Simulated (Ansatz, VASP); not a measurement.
**Be in VASP and in Ansatz**

```xyz
4
Lattice="3.7623 0.0000 0.0000 0.0000 3.7623 0.0000 0.0000 0.0000 2.2651" Properties=species:S:1:pos:R:3 pbc="T T T"
Be    1.1233    1.1233    0.0000
Be    2.6390    2.6390    0.0000
Be    0.7578    3.0045    1.1325
Be    3.0045    0.7578    1.1325
```

Alike in both runs: functional PBE; k mesh 12 × 12 × 18; occupations gaussian, width 0.1 eV; no spin polarisation.

Ansatz relaxed the structure, and its values are those at the end. VASP's run is a single point on that final structure, the one shown.

```csv
,VASP,Ansatz
version,VASP 6.6.1,Ansatz 0.2.0
potentials or method,"VASP PAW PBE potentials, release 64 (Be), cutoff 520 eV","scalar-relativistic, plane waves, PAW"
valence electrons in the cell,8,8
```

Ansatz gave:

| Item | Value |
| --- | --- |
| gap on the k mesh at the Fermi level (eV) | none |
| pressure (GPa) | 0.0 |

Task: Estimate VASP's values.

Result: gap on the k mesh at the Fermi level (eV): none; pressure (GPa): 0.1.

A gap of «none» marks a metal or a gap that the smearing closes.
